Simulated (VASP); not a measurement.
## MgBe2Te3: single point with PBE

MgBe2Te3:

```
CELL_PARAMETERS angstrom
4.73207 0.00000 0.00000
0.00000 4.73207 0.00000
0.00000 0.00000 7.24637
ATOMIC_POSITIONS crystal
Mg 0.50000 0.50000 0.48991
Be 0.50000 0.50000 0.11196
Be 0.00000 0.00000 0.85557
Te 0.50000 0.00000 0.00929
Te 0.00000 0.50000 0.00929
Te 0.00000 0.00000 0.52398
```

```yaml
Program: VASP 6.6.1
Task: single point
Functional: PBE
Potentials_or_basis: VASP PAW PBE potentials, release 64 (Mg, Be, Te)
Cutoff: 520 eV
k_mesh: 4 × 4 × 2
Occupations: gaussian, width 0.1 eV
Spin: no spin polarisation
```

The pressure is 0.0 GPa and the largest force is 0.019 eV/Å. The band gap on the k mesh is zero (band 12 reaches 5.83 eV, above the bottom of band 13 at 3.65 eV).

Forces on the atoms (eV/Å):
```
Mg   0.000  0.000 -0.005
Be   0.000  0.000  0.013
Be   0.000  0.000  0.013
Te   0.000  0.000 -0.001
Te   0.000  0.000 -0.001
Te   0.000  0.000 -0.019
```

Levels at points of the mesh, in eV from the Fermi level:
| k point | band 10 | band 11 | band 12 | band 13 | band 14 | band 15 |
| --- | --- | --- | --- | --- | --- | --- |
| (0.00, 0.00, 0.00) | -1.07 | -0.58 | -0.57 | -0.57 | -0.33 | 2.13 |
| (0.50, 0.00, 0.00) | -2.85 | -1.03 | -0.91 | 1.14 | 2.51 | 2.83 |
| (0.50, 0.50, 0.00) | -2.47 | -1.36 | 0.29 | 1.69 | 1.96 | 4.25 |
| (0.00, 0.00, 0.50) | -0.66 | -0.52 | -0.47 | -0.47 | -0.11 | 1.92 |
| (0.50, 0.00, 0.50) | -2.08 | -1.74 | -1.08 | 0.25 | 2.63 | 2.96 |
| (0.50, 0.50, 0.50) | -1.41 | -1.41 | 1.61 | 1.69 | 1.96 | 2.34 |

Wall time 27 s on 1 thread of AMD EPYC 9R45 96-Core Processor (Zen 5), on a shared host, peak memory 0.22 GiB.

Caveat: the k points lie up to 0.43 Å⁻¹ apart; spin-orbit coupling is left out, which moves the levels of the heavy elements.
